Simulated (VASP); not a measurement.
Si2Mo (e600):

```
Si Mo
1.0
    -1.60000    1.60000    3.93050
     1.60000   -1.60000    3.93050
     1.60000    1.60000   -3.93050
Si Mo
2 1
Cartesian
  0.0000 0.0000 2.6177
  0.0000 0.0000 5.2433
  0.0000 0.0000 0.0000
```

| Quantity | Value |
| --- | --- |
| Program | VASP 6.6.1 |
| Task | relaxation of cell and atoms |
| Functional | PBE |
| Potentials or basis | VASP PAW PBE potentials, release 64 (Si, Mo_sv) |
| Cutoff | 600 eV |
| k mesh | 18 × 18 × 18 |
| Occupations | gaussian, width 0.1 eV |
| Spin | no spin polarisation |

At the start: pressure 2.4 GPa; volume 13.42 Å³/atom.

Question: Where does the relaxation end?

Answer: Over 7 steps the energy falls by 2.9 meV/atom and the volume is 13.59 Å³/atom (+1.3 %); space group I4/mmm (No. 139, to 0.05 Å).

Step by step:
```tsv
step	energy change (eV)	largest force (eV/Å)	pressure (GPa)	volume (Å³)
1	0.0000	0.2793	2.36	40.25
2	-0.0018	0.0864	-3.20	41.41
3	-0.0068	0.1728	-0.71	40.87
4	-0.0085	0.0165	0.15	40.74
5	-0.0086	0.0144	0.01	40.76
6	-0.0086	0.0037	0.00	40.76
7	-0.0086	0.0001	0.00	40.76
```

Final structure:
```
Si Mo
1.0
    -1.60880    1.60880    3.93696
     1.60880   -1.60880    3.93696
     1.60880    1.60880   -3.93696
Si Mo
2 1
Direct
  0.33508 0.33508 0.00000
  0.66492 0.66492 0.00000
  0.00000 0.00000 0.00000
```
